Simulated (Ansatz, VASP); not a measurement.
# One calculation of SnO, two programs

```
CELL_PARAMETERS angstrom
3.79860 0.00000 0.00000
0.00000 3.79860 0.00000
0.00000 0.00000 4.98602
ATOMIC_POSITIONS crystal
Sn 0.50000 0.00000 0.23621
Sn 0.00000 0.50000 0.76379
O 0.00000 0.00000 0.00000
O 0.50000 0.50000 0.00000
```

Change from the starting cell: z stretched by +3 %, ions relaxed.

Alike in both runs: functional PBE; k mesh 12 × 12 × 10; occupations fermi-dirac, width 0.05 eV; no spin polarisation.

Ansatz relaxed the structure, and its values are those at the end. VASP's run is a single point on that final structure, the one shown.

|  | VASP | Ansatz |
| --- | --- | --- |
| version | VASP 6.6.1 | Ansatz 0.2.0 |
| potentials or method | VASP PAW PBE potentials, release 64 (Sn_d, O) | plane-wave PAW, scalar-relativistic |
| plane-wave cutoff (eV) | 520 | 420 |
| valence electrons in the cell | 40 | 40 |

|  | VASP | Ansatz | Ansatz less VASP |
| --- | --- | --- | --- |
| pressure (GPa) | 2.7 | 2.5 | -0.21 |
| rms of the force components (eV/Å) | 0.036 | 0.003 | -0.0333 |

With one functional, cell and mesh, what is left measures potentials, basis and numerics. Ansatz's warnings: stress scf threshold loose.
